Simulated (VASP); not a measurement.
Set up this calculation in VASP 6.6.1, as the native input.

| Item | Value |
| --- | --- |
| Task | single point |
| Functional | PBE |
| Potentials or basis | VASP PAW PBE potentials, release 64 (In_d, Pd) |
| Cutoff | 520 eV |
| k mesh | 6 × 6 × 6 |
| Occupations | gaussian, width 0.1 eV |
| Spin | collinear spin |
| Starting moments | [0.0, 1.0] μB |
| Dipole correction | no |
| Further INCAR settings | ALGO = Fast; EDIFF = 1e-06; NBANDS = 22 |

The structure of InPd lies in POSCAR:

```
InPd
1.0
    0.0000000000      2.7449881444      2.7449881444
    2.7449881444      0.0000000000      2.7449881444
    2.7449881444      2.7449881444      0.0000000000
In Pd
1 1
Direct
    0.0000000000      0.0000000000      0.0000000000
    0.5000000000      0.5000000000      0.5000000000
```

The cell was built from a structure type or drawn by symmetry, and may not be a known phase.

The input as run:

INCAR

```
PREC     = Accurate       # precision mode
ENCUT    = 520            # plane-wave cutoff, eV
EDIFF    = 1E-6           # SCF threshold, eV
ISMEAR   = 0              # smearing method
SIGMA    = 0.1            # smearing width, eV
LREAL    = False          # projectors in reciprocal space
LASPH    = True           # aspherical terms in the spheres
NELM     = 150            # most SCF steps
ALGO     = Fast           # electronic algorithm
ISIF     = 2              # what is computed and relaxed
LWAVE    = False          # write WAVECAR
LCHARG   = False          # write CHGCAR
ISPIN    = 2              # spin polarisation
MAGMOM   = 0 1            # initial moments
LORBIT   = 11             # projections on sites
LMAXMIX  = 4              # l up to which the mixer works
GGA      = PE             # functional
NBANDS   = 22             # bands
```

KPOINTS

```
Automatic mesh
0
Gamma
  6 6 6
```

Potentials or basis: VASP PAW PBE potentials, release 64 (In_d, Pd).

The run is started by

```bash
$ cat potpaw_PBE.64/In_d/POTCAR potpaw_PBE.64/Pd/POTCAR > POTCAR
$ mpirun -np 1 vasp_std > vasp.out
```

It gave:

```yaml
Pressure: 0.2 GPa
Net_moment: 0.00 μB per cell
Valence_electrons_inside_the_program's_atomic_spheres: In 11.41; Pd 9.45
```

It took 63 s on 1 thread of Intel Xeon 8259CL, on a shared host, peak memory 0.2 GiB.
